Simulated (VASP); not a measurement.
# BeTe (F-43m) in VASP: further runs, part 2 of 2

VASP 6.6.1. Earlier steps stand in the parts before.

### Step 3. Relaxation of cell and atoms, PBE

This run uses another cell than the first one, of 21.25 Å³/atom, 0.936 times its volume.

The input, INCAR:

```
SYSTEM = BeTe
ALGO = Normal
EDIFF = 1E-7
EDIFFG = -0.02
ENCUT = 600
GGA = PE
IBRION = 2
ISIF = 3
ISMEAR = -1
LASPH = .True.
LCHARG = .False.
LREAL = .False.
LWAVE = .False.
NELM = 80
NSW = 80
PREC = Accurate
SIGMA = 0.05
```

The input, KPOINTS:

```
k-points
0
Gamma
  8 8 8
  0 0 0
```

The input, POSCAR:

```
BeTe
1.0
    0.0000000000      2.7700000000      2.7700000000
    2.7700000000      0.0000000000      2.7700000000
    2.7700000000      2.7700000000      0.0000000000
Te Be
1 1
Direct
    0.7500000000      0.7500000000      0.7500000000
    0.0000000000      0.0000000000      0.0000000000
```

Potentials or basis: VASP PAW PBE potentials, release 64 (Te, Be).

Launch:

```console
> cat potpaw_PBE.64/Te/POTCAR potpaw_PBE.64/Be/POTCAR > POTCAR
> mpirun -np 1 vasp_std > vasp.out
```

OUTCAR:

```text
SYSTEM = BeTe
   EDIFF = 1E-7
   EDIFFG = -0.02
   ENCUT = 600
   GGA = PE
   IBRION = 2
   ISIF = 3
   ISMEAR = -1
   LASPH = .True.
   LREAL = .False.
   NELM = 80
   NSW = 80
   PREC = Accurate

 ion  position               nearest neighbor table
   1  0.750  0.750  0.750-   2 2.40   2 2.40   2 2.40   2 2.40
   2  0.000  0.000  0.000-   1 2.40   1 2.40   1 2.40   1 2.40

  LATTYP: Found a face centered cubic cell.
 ALAT       =     5.5400000000

  Lattice vectors:

 A1 = (   0.0000000000,   2.7700000000,   2.7700000000)
 A2 = (   2.7700000000,   0.0000000000,   2.7700000000)
 A3 = (   2.7700000000,   2.7700000000,   0.0000000000)

Analysis of symmetry for initial positions (statically):
[... 256 lines left out ...]

 val. band max:        4.8847830789   @ k =   0.0000   0.0000   0.0000
 cond. band min:       6.9046381301   @ k =   0.5000   0.5000   0.0000
 fundamental gap:      2.0198550512
 Fermi energy:         5.8240769981

 k-point     1 :       0.0000    0.0000    0.0000
  band No.  band energies     occupation
      1      -7.2880      2.00000
      2       4.8848      2.00000
      3       4.8848      2.00000
      4       4.8848      2.00000
      5       8.5099      0.00000
      6       8.5099      0.00000
      7       8.5099      0.00000
      8       8.5678      0.00000
[... 243 lines left out ...]
 k-point    24 :      -0.3750    0.2500    0.1250
  band No.  band energies     occupation
      1      -5.7592      2.00000
      2      -0.1250      2.00000
      3       2.0570      2.00000
      4       3.0346      2.00000
      5       9.0656      0.00000
      6       9.2742      0.00000
      7      11.4917      0.00000
      8      12.5735      0.00000

 [... further k-points ...]

------------------------ aborting loop because EDIFF is reached ----------------------------------------

  FORCE on cell =-STRESS in cart. coord.  units (eV):
  Direction    XX          YY          ZZ          XY          YZ          ZX
  --------------------------------------------------------------------------------------
  -------------------------------------------------------------------------------------
  Total        0.0035712      0.0035712      0.0035712      0.0000000      0.0000000      0.0000000
  in kB        0.1256958      0.1256958      0.1256958      0.0000000      0.0000000      0.0000000
  external PRESSURE =       0.1256958 kB  Pullay stress =       0.0000000 kB
[... 17 lines left out ...]
  FREE ENERGIE OF THE ION-ELECTRON SYSTEM (eV)
  ---------------------------------------------------
  free  energy   TOTEN  =        -7.6244530752 eV

  energy  without entropy=       -7.6244530751  energy(sigma->0) =       -7.62445308

 reached required accuracy - stopping structural energy minimisation
```

CONTCAR:

```text
BeTe
   1.00000000000000
     0.0000000000000000    2.8339561023061419    2.8339561023061419
     2.8339561023061419    0.0000000000000000    2.8339561023061419
     2.8339561023061419    2.8339561023061419   -0.0000000000000000
  Te              Be
     1     1
Direct
     0.7500000000000000    0.7500000000000000    0.7500000000000000
     0.0000000000000000    0.0000000000000000    0.0000000000000000

  0.00000000E+00  0.00000000E+00  0.00000000E+00
  0.00000000E+00  0.00000000E+00  0.00000000E+00
```

Wall time 17 s (1 thread of Intel Xeon Platinum 8559C (Emerald Rapids), shared host); peak memory 0.18 GiB.

What came out:

- Free energy: -7.6245 eV
- Relaxed volume: 22.76 Å³/atom
- Relaxed cell: a = 4.008 Å, b = 4.008 Å, c = 4.008 Å, α = 60.00°, β = 60.00°, γ = 60.00°
- Space group after relaxing (to 0.05 Å): F-43m (No. 216)
- Energy gained by relaxing: 19.8 meV/atom
- Ionic steps: 3
- Pressure after relaxing: 0.0 GPa
- Band gap on the k mesh: 2.02 eV, indirect (least direct gap 3.63 eV)

Step by step:
```tsv
step	energy change (eV)	largest force (eV/Å)	pressure (GPa)	volume (Å³)
1	0.0000	0.0000	4.45	42.51
2	-0.0377	0.0000	-0.85	46.25
3	-0.0396	0.0000	0.01	45.52
```

Final structure:
```
Te Be
1.0
     0.00000    2.83396    2.83396
     2.83396    0.00000    2.83396
     2.83396    2.83396    0.00000
Te Be
1 1
Direct
  0.75000 0.75000 0.75000
  0.00000 0.00000 0.00000
```

Caveat: spin-orbit coupling is left out, which moves the levels of the heavy elements.

### Step 4. Single point, PBE

This run uses another cell than the first one, of 21.25 Å³/atom, 0.936 times its volume.

The input, INCAR:

```
PREC = Accurate ; ENCUT = 520
EDIFF = 1E-6 ; ISMEAR = -1
SIGMA = 0.03 ; LREAL = F
LASPH = T ; NELM = 80
ALGO = Normal ; ISIF = 2
LWAVE = F ; LCHARG = F
GGA = PE ; NBANDS = 11
```

The input, KPOINTS:

```
Automatic mesh
0
Gamma
  4 4 4
```

POSCAR is that of step 3.

Launch:

```console
> cat potpaw_PBE.64/Te/POTCAR potpaw_PBE.64/Be/POTCAR > POTCAR
> mpirun -np 1 vasp_std > vasp.out
```

It took 3.3 s on 1 thread of Intel Xeon 6975P-C (Granite Rapids), shared host; peak memory 0.16 GiB.

The run converged. Its results:

- Free energy: -7.4996 eV
- Pressure: 5.0 GPa
- Band gap on the k mesh: 1.84 eV, indirect (least direct gap 3.55 eV)

Levels at points of the mesh, in eV from the valence-band top:
```
           k point  band 1  band 2  band 3  band 4  band 5  band 6  band 7  band 8  band 9
(0.00, 0.00, 0.00)  -12.63    0.00    0.00    0.00    3.55    3.55    3.55    4.19    8.38
(0.50, 0.00, 0.00)  -11.16   -5.87   -1.22   -1.22    3.20    4.55    4.55    7.79   11.16
(0.50, 0.50, 0.00)  -10.61   -5.39   -2.84   -2.84    1.84    2.58   10.01   10.01   11.83
```

Caveat: the k points lie up to 0.49 Å⁻¹ apart; spin-orbit coupling is left out, which moves the levels of the heavy elements. PBE gaps usually lie below the measured ones, often by a third to a half.

### Step 5. Summary

```csv
task,cell,k mesh,cutoff (eV),smearing,gap on the mesh (eV),pressure (GPa)
single point,"a = 4.005 Å, angles 60.0°, 2 atoms",8 × 8 × 8,520,fermi-dirac 0.05 eV,2.01,0.1
relaxation of cell and atoms,"relaxed from a = 3.917 Å, angles 60.0°, 2 atoms",8 × 8 × 8,600,fermi-dirac 0.05 eV,2.02,0.0
single point,"a = 3.917 Å, angles 60.0°, 2 atoms",4 × 4 × 4,520,fermi-dirac 0.03 eV,1.84,5.0
```

Alike in all rows: level PBE; potentials or basis VASP PAW PBE potentials, release 64 (Te, Be); no spin polarisation.

Caveats: some runs use coarse meshes; spin-orbit coupling is left out, which moves the levels of the heavy elements.

Total energies depend on the potentials used, so only differences within one code and one set of settings carry meaning.
